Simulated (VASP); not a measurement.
# Ir (P6_3/mmc) in VASP: single point with PBE

Aim: the single point of Ir with PBE.

All numbers are computed with VASP 6.6.1; they aren't measurements. Logs are shortened: lines on timing, memory, paths and dates and some standing lists are left out, and cuts for length are marked.

**1. The cell of the first run**

The structure is hexagonal, space group P6_3/mmc (No. 194). Conventional cell: a = 2.809 Å, b = 2.809 Å, c = 9.185 Å, α = 90.00°, β = 90.00°, γ = 120.00°. Ir (site symmetry -3m) has 12 Ir at 2.81 Å within 3.7 Å. Ir (site symmetry -6m2) has 12 Ir at 2.81 Å within 3.7 Å.

This isn't the form of Ir at room conditions, which is fcc.

**2. Single point, PBE, collinear spin (15.69 Å³/atom)**

Input file INCAR:

```
ALGO     = Normal         # electronic algorithm
EDIFF    = 1E-6           # SCF threshold, eV
ENCUT    = 520            # plane-wave cutoff, eV
GGA      = PE             # functional
ISIF     = 2              # what is computed and relaxed
ISMEAR   = -1             # smearing method
ISPIN    = 2              # spin polarisation
LASPH    = T              # aspherical terms in the spheres
LCHARG   = F              # write CHGCAR
LMAXMIX  = 4              # l up to which the mixer works
LORBIT   = 11             # projections on sites
LREAL    = F              # projectors in reciprocal space
LWAVE    = F              # write WAVECAR
MAGMOM   = 1 1 1 1        # initial moments
NBANDS   = 30             # bands
NELM     = 150            # most SCF steps
PREC     = Accurate       # precision mode
SIGMA    = 0.05           # smearing width, eV
```

Input file KPOINTS:

```
k-points
0
Gamma
  17 17 5
```

Input file POSCAR:

```
Ir
1.0
    2.8092732771      0.0000000000      0.0000000000
   -1.4046366386      2.4329020241      0.0000000000
    0.0000000000      0.0000000000      9.1845381705
Ir
4
Direct
    0.0000000000      0.0000000000      1.0000000000
    0.0000000000      0.0000000000      0.5000000000
    0.3333333333      0.6666666667      0.2500000000
    0.6666666667      0.3333333333      0.7500000000
```

Potentials or basis: VASP PAW PBE potentials, release 64 (Ir).

The run is started by

```sh
> cat potpaw_PBE.64/Ir/POTCAR > POTCAR
> mpirun -np 1 vasp_std > vasp.out
```

OUTCAR:

```text
EDIFF = 1E-6
   ENCUT = 520
   GGA = PE
   ISIF = 2
   ISMEAR = -1
   ISPIN = 2
   LASPH = T
   LORBIT = 11
   LREAL = F
   NELM = 150
   PREC = Accurate

 ion  position               nearest neighbor table
   1  0.000  0.000  0.000-   3 2.81   4 2.81   3 2.81   4 2.81   4 2.81   3 2.81
   2  0.000  0.000  0.500-   3 2.81   4 2.81   3 2.81   4 2.81   4 2.81   3 2.81
   3  0.333  0.667  0.250-   1 2.81   2 2.81   1 2.81   2 2.81   1 2.81   2 2.81
   4  0.667  0.333  0.750-   1 2.81   2 2.81   1 2.81   2 2.81   1 2.81   2 2.81

  LATTYP: Found a hexagonal cell.
 ALAT       =     2.8092732771
 C/A-ratio  =     3.2693644457

  Lattice vectors:

 A1 = (   2.8092732771,   0.0000000000,   0.0000000000)
 A2 = (  -1.4046366386,   2.4329020241,   0.0000000000)
 A3 = (   0.0000000000,   0.0000000000,   9.1845381705)

Analysis of symmetry for initial positions (statically):
=====================================================================
 Subroutine PRICEL returns:
 Original cell was already a primitive cell.

 Routine SETGRP: Setting up the symmetry group for a
 hexagonal supercell.

 Subroutine GETGRP returns: Found 24 space group operations
 (whereof 12 operations were pure point group operations)
 out of a pool of 24 trial point group operations.

The static configuration has the point symmetry D_3d.
 The point group associated with its full space group is D_6h.

Analysis of symmetry for dynamics (positions and initial velocities):
=====================================================================
 Subroutine PRICEL returns:
 Original cell was already a primitive cell.

 Routine SETGRP: Setting up the symmetry group for a
 hexagonal supercell.

 Subroutine GETGRP returns: Found 24 space group operations
 (whereof 12 operations were pure point group operations)
 out of a pool of 24 trial point group operations.

The dynamic configuration has the point symmetry D_3d.
 The point group associated with its full space group is D_6h.

Analysis of structural, dynamic, and magnetic symmetry:
=====================================================================
 Subroutine PRICEL returns:
 Original cell was already a primitive cell.

 Routine SETGRP: Setting up the symmetry group for a
 hexagonal supercell.
[... 133 lines left out ...]
  Thomas-Fermi vector in A             =   2.486828
   LORBIT       =     11    0 simple, 1 ext, 2 COOP (PROOUT), +10 PAW based schemes
   GGA     = PE    functional components
   LHFCALC =     F    Hartree Fock is set to
   AEXX    =    0.0000 exact exchange contribution
   IVDW    =     0    specifies the selected vdW correction
   LEPSILON=     F    determine dielectric tensor
   LRPA    =     F    only Hartree local field effects (RPA)
 spin polarized calculation
  energy-cutoff  :      520.00
  volume of cell :       62.77
 maximum number of plane-waves:      1707
 NGX is ok and might be reduce to    24
   NGX = 11   NGY = 11   NGZ = 35

 number of electron      36.0000002 magnetization      -0.0183895

 number of electron      36.0000002 magnetization       0.0010286

 Free energy of the ion-electron system (eV)
  ---------------------------------------------------
  ext. energy  EPLUGINS =         0.00000000
  ---------------------------------------------------
  free energy    TOTEN  =       -34.94491091 eV

  energy without entropy =      -34.90651606  energy(sigma->0) =      -34.92571348

 E-fermi :   8.7011     XC(G=0): -13.3772

 val. band max:        8.6970872029   @ k =   0.2941   0.0000   0.2000
 cond. band min:       8.7062610827   @ k =   0.3529   0.0000   0.4000
 fundamental gap:      0.0091738798
 Fermi energy:         8.7010946427

 spin component 1

 k-point     1 :       0.0000    0.0000    0.0000
  band No.  band energies     occupation
      1      -1.3418      1.00000
      2       0.6938      1.00000
      3       0.7036      1.00000
      4       1.6318      1.00000
      5       4.9294      1.00000
      6       4.9605      1.00000
[... 781 lines left out ...]
     29      21.9169      0.00000
     30      22.7482      0.00000

 [... further k-points ...]

 spin component 2

 k-point     1 :       0.0000    0.0000    0.0000
  band No.  band energies     occupation
      1      -1.3419      1.00000
      2       0.6937      1.00000
      3       0.7035      1.00000
      4       1.6318      1.00000
      5       4.9295      1.00000
      6       4.9606      1.00000
[... 781 lines left out ...]
     29      21.9169      0.00000
     30      22.7482      0.00000

 [... further k-points ...]

------------------------ aborting loop because EDIFF is reached ----------------------------------------

  FORCE on cell =-STRESS in cart. coord.  units (eV):
  Direction    XX          YY          ZZ          XY          YZ          ZX
  --------------------------------------------------------------------------------------
  -------------------------------------------------------------------------------------
  Total       -8.4309940     -8.4309940     -8.5958531      0.0000000     -0.0000000      0.0000000
  in kB     -215.1857117   -215.1857117   -219.3934390      0.0000000     -0.0000000      0.0000000
  external PRESSURE =    -216.5882875 kB  Pullay stress =       0.0000000 kB

 VOLUME and BASIS-vectors are now :
 -----------------------------------------------------------------------------
  energy-cutoff  :      520.00
  volume of cell :       62.77
      direct lattice vectors                 reciprocal lattice vectors
     2.809273277  0.000000000  0.000000000     0.355963946  0.205515880  0.000000000
    -1.404636639  2.432902024  0.000000000     0.000000000  0.411031760  0.000000000
     0.000000000  0.000000000  9.184538170     0.000000000  0.000000000  0.108878637

 POSITION                                       TOTAL-FORCE (eV/Angst)
 -----------------------------------------------------------------------------------
      0.00000      0.00000      0.00000        -0.000000      0.000000      0.000000
      0.00000      0.00000      4.59227        -0.000000      0.000000      0.000000
     -0.00000      1.62193      2.29613         0.000000      0.000000     -0.000000
      1.40464      0.81097      6.88840         0.000000      0.000000      0.000000
 -----------------------------------------------------------------------------------
    total drift:                               -0.000000      0.000000      0.000000

  FREE ENERGIE OF THE ION-ELECTRON SYSTEM (eV)
  ---------------------------------------------------
  free  energy   TOTEN  =       -34.9449109092 eV

  energy  without entropy=      -34.9065160567  energy(sigma->0) =      -34.92571348

 total charge

# of ion       s       p       d       tot
------------------------------------------
    1        0.616   0.609   6.848   8.072
    2        0.616   0.609   6.848   8.072
    3        0.616   0.612   6.854   8.082
    4        0.616   0.612   6.854   8.082
--------------------------------------------------
tot          2.464   2.442  27.403  32.309

 magnetization (x)

# of ion       s       p       d       tot
------------------------------------------
    1       -0.000  -0.000   0.000   0.000
    2       -0.000  -0.000   0.000   0.000
    3       -0.000  -0.000   0.000   0.000
    4       -0.000  -0.000   0.000   0.000
--------------------------------------------------
tot         -0.000  -0.000   0.001   0.000
```

OSZICAR:

```text
N       E                     dE             d eps       ncg     rms          rms(c)
DAV:   1     0.356733281102E+03    0.35673E+03   -0.15585E+04 11880   0.118E+03
DAV:   2    -0.219833271527E+02   -0.37872E+03   -0.34761E+03 11880   0.361E+02
DAV:   3    -0.366459010263E+02   -0.14663E+02   -0.13948E+02 14134   0.829E+01
DAV:   4    -0.369108041031E+02   -0.26490E+00   -0.26379E+00 13690   0.984E+00
DAV:   5    -0.369175115929E+02   -0.67075E-02   -0.67069E-02 13844   0.153E+00    0.238E+01
DAV:   6    -0.349960219978E+02    0.19215E+01   -0.32900E+00 13698   0.165E+01    0.935E+00
DAV:   7    -0.349329717083E+02    0.63050E-01   -0.76007E-01 14912   0.747E+00    0.345E+00
DAV:   8    -0.349483273188E+02   -0.15356E-01   -0.83583E-02 16538   0.305E+00    0.182E+00
DAV:   9    -0.349622359270E+02   -0.13909E-01   -0.15957E-01 16320   0.425E+00    0.128E+00
DAV:  10    -0.349454458866E+02    0.16790E-01   -0.69234E-02 15802   0.278E+00    0.389E-01
DAV:  11    -0.349448818636E+02    0.56402E-03   -0.31678E-03 13364   0.510E-01    0.136E-01
DAV:  12    -0.349448717922E+02    0.10071E-04   -0.61549E-05 14142   0.557E-02    0.759E-02
DAV:  13    -0.349449133787E+02   -0.41586E-04   -0.88160E-05 13538   0.779E-02    0.242E-02
DAV:  14    -0.349449106374E+02    0.27413E-05   -0.18135E-05 13576   0.373E-02    0.105E-02
DAV:  15    -0.349449109092E+02   -0.27181E-06   -0.44450E-07  7242   0.539E-03
   1 F= -.34944911E+02 E0= -.34925713E+02  d E =-.383949E-01  mag=     0.0001
```

It took 8.2 min on 1 thread of Intel Xeon 8259CL, shared host; peak memory 0.39 GiB.

What came out:

| Property | Result |
| --- | --- |
| Free energy | -34.9449 eV |
| Pressure | -21.7 GPa |
| Band gap on the k mesh | zero (filled and empty bands overlap) |
| Net moment | 0.00 μB per cell |
| Valence electrons inside the program's atomic spheres | Ir 8.07, 8.08 (each value once) |

Caveat: the cell stands under tension; spin-orbit coupling is left out, which moves the levels of the heavy elements.
